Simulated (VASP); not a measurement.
# K8Ta8O25 (a cell with a defect) in VASP: single point with PBEsol

Aim: the single point of K8Ta8O25 (a cell with a defect) with PBEsol.

Program: VASP 6.6.1. These are calculated values, not measurements. Logs are shortened: lines on timing, memory, paths and dates and some standing lists are left out, and cuts for length are marked.

## 1. The cell of the first run

The cell holds a defect, 41 atoms: a = 7.971 Å, b = 7.971 Å, c = 7.971 Å, α = 90.00°, β = 90.00°, γ = 90.00°.

## 2. Single point, PBEsol, collinear spin

INCAR reads:

```
SYSTEM = K8Ta8O25
PREC = Accurate
ENCUT = 520
EDIFF = 1E-6
ISMEAR = -1
SIGMA = 0.05
LREAL = Auto
LASPH = .TRUE.
NELM = 150
ALGO = Normal
ISIF = 2
LWAVE = .FALSE.
LCHARG = .FALSE.
ISPIN = 2
MAGMOM = 0 0 0 0 0 0.143 0 0.143 0 0 0 0 0 0 0 0 0 0 0 0.143 0 0 0 0.143 0 0 0 0 0 0 0.143 0.143 0 0 0 0 0 0 0 0 0.143
LORBIT = 11
LMAXMIX = 4
GGA = PS
NELECT = 309.0
ISYM = 0
NBANDS = 185
```

KPOINTS reads:

```
Automatic mesh
0
Gamma
  1 1 1
  0.25 0.25 0.25
```

POSCAR reads:

```
K8Ta8O25
1.0
    7.9708780000      0.0000000000      0.0000000000
    0.0000000000      7.9708780000      0.0000000000
    0.0000000000      0.0000000000      7.9708780000
K Ta O
8 8 25
Direct
    0.0010820000      0.0047920000      0.0032940000
    0.9999450000      0.0052140000      0.5074840000
    0.0007170000      0.4944680000      0.0032740000
    0.9995690000      0.4947500000      0.5073600000
    0.4994860000      0.0160710000      0.9946990000
    0.5006240000      0.0127540000      0.5134370000
    0.5000680000      0.4868350000      0.9972650000
    0.5012080000      0.4834660000      0.5159350000
    0.2508220000      0.2510810000      0.2556590000
    0.2491110000      0.2497260000      0.7554380000
    0.2432640000      0.7511450000      0.2590330000
    0.2506770000      0.7496480000      0.7530960000
    0.7498520000      0.2484860000      0.2550050000
    0.7515830000      0.2498890000      0.7552210000
    0.7574350000      0.7484020000      0.2517150000
    0.7499080000      0.7499720000      0.7576520000
    0.2496960000      0.2499110000      0.0062190000
    0.2496350000      0.2497980000      0.5046720000
    0.2295060000      0.7476940000      0.0020130000
    0.2315590000      0.7496680000      0.5081420000
    0.7509970000      0.2499050000      0.0059640000
    0.7509600000      0.2496730000      0.5045310000
    0.7690700000      0.7501260000      0.0025350000
    0.7711890000      0.7521540000      0.5086420000
    0.0003750000      0.2498320000      0.2553430000
    0.0003200000      0.2497780000      0.7553850000
    0.0003520000      0.7496420000      0.2553540000
    0.0003530000      0.7497540000      0.7553390000
    0.5003290000      0.2497580000      0.2553100000
    0.5003710000      0.2498460000      0.7553500000
    0.4965750000      0.7576360000      0.1664980000
    0.5003310000      0.7497550000      0.7551920000
    0.2535590000      0.9971710000      0.2567910000
    0.2510890000      0.9999070000      0.7551410000
    0.2540490000      0.5027790000      0.2560820000
    0.2509470000      0.4993110000      0.7544470000
    0.7468190000      0.9968320000      0.2545800000
    0.7496930000      0.0003870000      0.7563010000
    0.7471080000      0.5024690000      0.2539560000
    0.7496800000      0.4996970000      0.7554930000
    0.5041610000      0.7418670000      0.3442180000
```

Potentials or basis: VASP PAW PBE potentials, release 64 (K_sv, Ta_pv, O).

Started as:

```
$ cat potpaw_PBE.64/K_sv/POTCAR potpaw_PBE.64/Ta_pv/POTCAR potpaw_PBE.64/O/POTCAR > POTCAR
$ mpirun -np 1 vasp_std > vasp.out
```

OUTCAR:

```text
SYSTEM = K8Ta8O25
   PREC = Accurate
   ENCUT = 520
   EDIFF = 1E-6
   ISMEAR = -1
   LREAL = Auto
   LASPH = .TRUE.
   NELM = 150
   ISIF = 2
   ISPIN = 2
   LORBIT = 11
   GGA = PS
   NELECT = 309.0
   ISYM = 0

 ion  position               nearest neighbor table
   1  0.001  0.005  0.003-  19 2.74  23 2.75  26 2.78  17 2.78  21 2.79  25 2.80  34 2.81  38 2.81
                            28 2.84  37 2.85  33 2.85  27 2.86  10 3.41  14 3.42  13 3.44   9 3.44
   2  1.000  0.005  0.507-  24 2.72  20 2.75  26 2.78  22 2.78  18 2.79  25 2.80  34 2.81  38 2.81
                            28 2.84  33 2.84  37 2.85  27 2.86  14 3.41  10 3.41  13 3.43  11 3.43
   3  0.001  0.494  0.003-  19 2.72  23 2.75  26 2.78  17 2.78  21 2.79  25 2.80  40 2.81  36 2.81
                            28 2.84  39 2.84  35 2.85  27 2.86  10 3.41  14 3.41  15 3.43   9 3.43
   4  1.000  0.495  0.507-  24 2.74  20 2.75  26 2.78  22 2.78  18 2.79  25 2.80  40 2.81  36 2.81
                            28 2.84  35 2.85  39 2.85  27 2.86  14 3.41  10 3.42   9 3.44  13 3.44
   5  0.499  0.016  0.995-  31 2.47  30 2.67  17 2.73  21 2.74  34 2.75  38 2.76  29 2.79  32 2.85
                            37 2.86  33 2.87  10 3.33  14 3.34  13 3.42   9 3.43  16 3.47  12 3.49
   6  0.501  0.013  0.513-  41 2.55  30 2.70  22 2.75  18 2.75  34 2.77  38 2.77  29 2.79  33 2.84
                            32 2.85  37 2.85  14 3.36  10 3.36  13 3.42   9 3.43  12 3.47  16 3.48
   7  0.500  0.487  0.997-  31 2.55  30 2.70  17 2.75  21 2.75  40 2.77  36 2.77  29 2.79  39 2.84
                            32 2.85  35 2.85  10 3.36  14 3.36   9 3.42  13 3.43  16 3.47  12 3.48
   8  0.501  0.483  0.516-  41 2.47  30 2.67  22 2.73  18 2.74  40 2.75  36 2.76  29 2.79  32 2.85
                            35 2.86  39 2.87  14 3.33  10 3.34   9 3.42  13 3.43  12 3.47  16 3.49
   9  0.251  0.251  0.256-  18 1.98  17 1.99  29 1.99  25 2.00  35 2.01  33 2.02   8 3.42   7 3.42
                             5 3.43   3 3.43   6 3.43   4 3.44   1 3.44   2 3.45
  10  0.249  0.250  0.755-  26 1.98  36 1.99  34 1.99  18 2.00  17 2.00  30 2.00   5 3.33   8 3.34
                             7 3.36   6 3.36   1 3.41   3 3.41   2 3.41   4 3.42
  11  0.243  0.751  0.259-  27 1.94  33 1.96  35 1.98  20 1.99  19 2.05  31 2.15  41 2.19   2 3.43
                             4 3.44   1 3.46   3 3.48   6 3.56   8 3.60   7 3.60   5 3.62
  12  0.251  0.750  0.753-  20 1.96  32 1.99  19 1.99  34 1.99  28 2.00  36 2.00   4 3.46   2 3.46
                             6 3.47   8 3.47   1 3.47   3 3.48   7 3.48   5 3.49
  13  0.750  0.248  0.255-  21 1.99  29 1.99  22 1.99  25 2.00  37 2.01  39 2.02   5 3.42   6 3.42
                             8 3.43   2 3.43   7 3.43   1 3.44   4 3.44   3 3.45
  14  0.752  0.250  0.755-  26 1.98  38 1.99  40 1.99  22 2.00  21 2.00  30 2.00   8 3.33   5 3.34
                             6 3.36   7 3.36   4 3.41   2 3.41   3 3.41   1 3.42
  15  0.757  0.748  0.252-  27 1.94  39 1.96  37 1.98  23 1.99  24 2.05  41 2.15  31 2.19   3 3.43
                             1 3.45   4 3.46   2 3.48   7 3.56   5 3.60   6 3.60   8 3.61
  16  0.750  0.750  0.758-  23 1.96  32 1.99  24 1.99  40 1.99  38 2.00  28 2.00   1 3.46   3 3.46
                             7 3.47   5 3.47   4 3.48   2 3.48   6 3.48   8 3.49
  17  0.250  0.250  0.006-   9 1.99  10 2.00   5 2.73   7 2.75   3 2.78   1 2.78
  18  0.250  0.250  0.505-   9 1.98  10 2.00   8 2.74   6 2.75   2 2.79   4 2.79
  19  0.230  0.748  0.002-  12 1.99  11 2.05   3 2.72   1 2.74
  20  0.232  0.750  0.508-  12 1.96  11 1.99   4 2.75   2 2.75
  21  0.751  0.250  0.006-  13 1.99  14 2.00   5 2.74   7 2.75   3 2.79   1 2.79
  22  0.751  0.250  0.505-  13 1.99  14 2.00   8 2.73   6 2.75   2 2.78   4 2.78
  23  0.769  0.750  0.003-  16 1.96  15 1.99   1 2.75   3 2.75
  24  0.771  0.752  0.509-  16 1.99  15 2.05   2 2.72   4 2.74
  25  0.000  0.250  0.255-   9 2.00  13 2.00   3 2.80   2 2.80   4 2.80   1 2.80
  26  0.000  0.250  0.755-  14 1.98  10 1.98   2 2.78   3 2.78   1 2.78   4 2.78
  27  0.000  0.750  0.255-  11 1.94  15 1.94   4 2.86   1 2.86   3 2.86   2 2.86
  28  0.000  0.750  0.755-  12 2.00  16 2.00   4 2.84   1 2.84   3 2.84   2 2.84
  29  0.500  0.250  0.255-   9 1.99  13 1.99   5 2.79   8 2.79   7 2.79   6 2.79
  30  0.500  0.250  0.755-  14 2.00  10 2.00   8 2.67   5 2.67   7 2.70   6 2.70
  31  0.497  0.758  0.166-  41 1.42  11 2.15  15 2.19   5 2.47   7 2.55
  32  0.500  0.750  0.755-  16 1.99  12 1.99   6 2.85   7 2.85   8 2.85   5 2.85
  33  0.254  0.997  0.257-  11 1.96   9 2.02   6 2.84   2 2.84   1 2.85   5 2.87
  34  0.251  1.000  0.755-  10 1.99  12 1.99   5 2.75   6 2.77   1 2.81   2 2.81
  35  0.254  0.503  0.256-  11 1.98   9 2.01   7 2.85   4 2.85   3 2.85   8 2.86
  36  0.251  0.499  0.754-  10 1.99  12 2.00   8 2.76   7 2.77   4 2.81   3 2.81
  37  0.747  0.997  0.255-  15 1.98  13 2.01   1 2.85   6 2.85   2 2.85   5 2.86
  38  0.750  0.000  0.756-  14 1.99  16 2.00   5 2.76   6 2.77   1 2.81   2 2.81
  39  0.747  0.502  0.254-  15 1.96  13 2.02   7 2.84   3 2.84   4 2.85   8 2.87
  40  0.750  0.500  0.755-  14 1.99  16 1.99   8 2.75   7 2.77   4 2.81   3 2.81
  41  0.504  0.742  0.344-  31 1.42  15 2.15  11 2.19   8 2.47   6 2.55

IMPORTANT INFORMATION: All symmetrisations will be switched off!
NOSYMM: (Re-)initialisation of all symmetry stuff for point group C_1.

----------------------------------------------------------------------------------------

                                     Primitive cell

  volume of cell :     506.4289

  direct lattice vectors                    reciprocal lattice vectors
     7.970878000  0.000000000  0.000000000     0.125456694  0.000000000  0.000000000
     0.000000000  7.970878000  0.000000000     0.000000000  0.125456694  0.000000000
     0.000000000  0.000000000  7.970878000     0.000000000  0.000000000  0.125456694

  length of vectors
     7.970878000  7.970878000  7.970878000     0.125456694  0.125456694  0.125456694

[... 152 lines left out ...]
   ISMEAR =    -1;   SIGMA  =   0.05  broadening in eV -4-tet -1-fermi 0-gaus
   EFERMI_NEDOS =   21; number of points for ismear=-14 and -15
   IALGO  =     38    algorithm
   IMIX   =      4    mixing-type and parameters
     AMIX     =   0.40;   BMIX     =  1.00
     AMIX_MAG =   1.60;   BMIX_MAG =  1.00
  volume/ion in A,a.u.               =      12.35        83.35
  Fermi-wavevector in a.u.,A,eV,Ry     =   1.388529  2.623939 26.232191  1.928012
  Thomas-Fermi vector in A             =   2.512646
   LORBIT       =     11    0 simple, 1 ext, 2 COOP (PROOUT), +10 PAW based schemes
   GGA     = PS    functional components
   LHFCALC =     F    Hartree Fock is set to
   AEXX    =    0.0000 exact exchange contribution
   IVDW    =     0    specifies the selected vdW correction
   LEPSILON=     F    determine dielectric tensor
   LRPA    =     F    only Hartree local field effects (RPA)
 spin polarized calculation
  energy-cutoff  :      520.00
  volume of cell :      506.43
 maximum number of plane-waves:     13601
   NGX = 29   NGY = 29   NGZ = 29

 number of electron     308.9999952 magnetization       0.3072805

 number of electron     308.9999952 magnetization      -0.7968060

 Free energy of the ion-electron system (eV)
  ---------------------------------------------------
  ext. energy  EPLUGINS =         0.00000000
  ---------------------------------------------------
  free energy    TOTEN  =      -348.61421148 eV

  energy without entropy =     -348.51875174  energy(sigma->0) =     -348.56648161

 E-fermi :   1.6938     XC(G=0): -11.2183

 val. band max:        1.6829109934   @ k =  -0.2500   0.2500   0.2500
 cond. band min:       1.7876149768   @ k =   0.2500  -0.2500   0.2500
 fundamental gap:      0.1047039834
 Fermi energy:         1.6938358446

 spin component 1

 k-point     1 :       0.2500    0.2500    0.2500
  band No.  band energies     occupation
      1     -32.7953      1.00000
      2     -32.7013      1.00000
      3     -32.5457      1.00000
      4     -32.5424      1.00000
      5     -32.4854      1.00000
      6     -32.4812      1.00000
[... 665 lines left out ...]
    165       6.4832      0.00000
    166       6.5189      0.00000
 Fermi energy:         1.6938358446

 spin component 2

 k-point     1 :       0.2500    0.2500    0.2500
  band No.  band energies     occupation
      1     -32.7916      1.00000
      2     -32.6968      1.00000
      3     -32.5420      1.00000
      4     -32.5387      1.00000
      5     -32.4798      1.00000
      6     -32.4755      1.00000
[... 665 lines left out ...]
    165       6.4758      0.00000
    166       6.5130      0.00000
 [bands above 166 left out]

------------------------ aborting loop because EDIFF is reached ----------------------------------------

  FORCE on cell =-STRESS in cart. coord.  units (eV):
  Direction    XX          YY          ZZ          XY          YZ          ZX
  --------------------------------------------------------------------------------------
  -------------------------------------------------------------------------------------
  Total        2.9684560     -1.6218370      1.5132822     -0.1265875     -0.2469964     -0.4278687
  in kB        9.3912351     -5.1309680      4.7875356     -0.4004820     -0.7814166     -1.3536382
  external PRESSURE =       3.0159342 kB  Pullay stress =       0.0000000 kB

 VOLUME and BASIS-vectors are now :
 -----------------------------------------------------------------------------
  energy-cutoff  :      520.00
  volume of cell :      506.43
      direct lattice vectors                 reciprocal lattice vectors
     7.970878000  0.000000000  0.000000000     0.125456694  0.000000000  0.000000000
     0.000000000  7.970878000  0.000000000     0.000000000  0.125456694  0.000000000
     0.000000000  0.000000000  7.970878000     0.000000000  0.000000000  0.125456694

 POSITION                                       TOTAL-FORCE (eV/Angst)
 -----------------------------------------------------------------------------------
      0.00862      0.03820      0.02626         0.018067     -0.058984      0.010776
      7.97044      0.04156      4.04509        -0.026969     -0.071052     -0.004212
      0.00572      3.94134      0.02610         0.029018      0.062963      0.009091
      7.96744      3.94359      4.04410        -0.017744      0.068509     -0.004666
      3.98134      0.12810      7.92862        -0.005534     -0.040549      0.020142
      3.99041      0.10166      4.09254         0.029067     -0.060028     -0.023447
[... 33 lines left out ...]
      5.97561      3.98302      6.02194        -0.008361     -0.108706      0.028778
      4.01861      5.91333      2.74372         0.026478      0.110337      0.375186
 -----------------------------------------------------------------------------------
    total drift:                                0.003511     -0.012466     -0.013698

  FREE ENERGIE OF THE ION-ELECTRON SYSTEM (eV)
  ---------------------------------------------------
  free  energy   TOTEN  =      -348.6142114802 eV

  energy  without entropy=     -348.5187517427  energy(sigma->0) =     -348.56648161

 total charge

# of ion       s       p       d       tot
------------------------------------------
    1        1.960   5.586   0.049   7.595
    2        1.960   5.586   0.049   7.596
    3        1.960   5.586   0.049   7.596
    4        1.960   5.586   0.049   7.595
    5        1.962   5.590   0.054   7.606
    6        1.961   5.588   0.052   7.602
[... 33 lines left out ...]
   40        1.559   3.494   0.000   5.053
   41        1.596   3.376   0.000   4.972
--------------------------------------------------
tot         57.522 182.552  17.032 257.106

 magnetization (x)

# of ion       s       p       d       tot
------------------------------------------
    1        0.000   0.000   0.000   0.000
    2        0.000   0.000   0.000   0.000
    3        0.000   0.000   0.000   0.000
    4        0.000   0.000   0.000   0.000
    5       -0.000  -0.000  -0.000  -0.000
    6        0.000  -0.000  -0.000  -0.000
[... 33 lines left out ...]
   40       -0.000  -0.006   0.000  -0.006
   41       -0.001  -0.063   0.000  -0.064
--------------------------------------------------
tot         -0.008  -0.709   0.052  -0.665
```

Wall time 45 min (1 thread of Oxide Virtual Turin-like, shared host); peak memory 0.92 GiB.

Results:

| Quantity | Value |
| --- | --- |
| Free energy | -348.6142 eV |
| Largest force | 0.594 eV/Å |
| Net moment | -0.80 μB per cell |
| Site moments | K +0.00, -0.00 (each value once); Ta +0.00, +0.01, +0.02 (each value once); O -0.00, -0.01, -0.11, -0.04, -0.03, -0.17, -0.06 (each value once) μB |
| Valence electrons inside the program's atomic spheres | K 7.59, 7.60, 7.61 (each value once); Ta 8.75, 8.78, 8.80 (each value once); O 5.05, 5.02, 5.06, 5.08, 5.03, 4.97, 5.04 (each value once) |

Forces on the atoms (eV/Å):
```
K    0.018 -0.059  0.011
K   -0.027 -0.071 -0.004
K    0.029  0.063  0.009
K   -0.018  0.069 -0.005
K   -0.006 -0.041  0.020
K    0.029 -0.060 -0.023
K   -0.029  0.057  0.017
K    0.002  0.040 -0.019
Ta  -0.020  0.037  0.000
Ta   0.009  0.021 -0.018
Ta   0.084 -0.102 -0.508
Ta  -0.221 -0.029  0.539
Ta   0.020 -0.041 -0.011
Ta  -0.010 -0.018  0.016
Ta  -0.082  0.109  0.513
Ta   0.226  0.029 -0.549
O   -0.002 -0.001 -0.050
O    0.003 -0.008  0.053
O    0.072  0.055 -0.043
O   -0.024  0.030 -0.006
O   -0.001  0.007 -0.033
O    0.005  0.003  0.028
O    0.023 -0.037  0.000
O   -0.070 -0.063  0.050
O   -0.008  0.000  0.001
O    0.011  0.000 -0.001
O    0.001  0.004 -0.001
O   -0.007  0.002  0.001
O    0.009  0.000  0.003
O   -0.010 -0.001  0.001
O   -0.037 -0.105 -0.370
O    0.005  0.001  0.008
O    0.003  0.119  0.021
O    0.007  0.125 -0.027
O    0.006 -0.136  0.013
O    0.016 -0.134 -0.021
O   -0.009  0.144 -0.015
O   -0.014  0.116  0.019
O   -0.003 -0.127 -0.022
O   -0.008 -0.109  0.029
O    0.026  0.110  0.375
```

Levels at points of the mesh, in eV from the Fermi level:
Spin up:
```csv
k point,band 152,band 153,band 154,band 155,band 156,band 157
"(0.25, 0.25, 0.25)",-0.15,-0.13,-0.12,0.10,2.90,3.07
```
Spin down:
```tsv
k point	band 153	band 154	band 155	band 156	band 157	band 158
(0.25, 0.25, 0.25)	-0.22	-0.18	-0.15	2.90	3.07	3.13
```

Caveat: the k points lie up to 0.39 Å⁻¹ apart; the cell carries a net charge on a neutralising background, which shifts energy and pressure; the cell is charged against a uniform background, so pressure and absolute levels hang on convention; the PAW data sets were made with another functional, which shifts forces and pressure a little; spin-orbit coupling is left out, which moves the levels of the heavy elements.
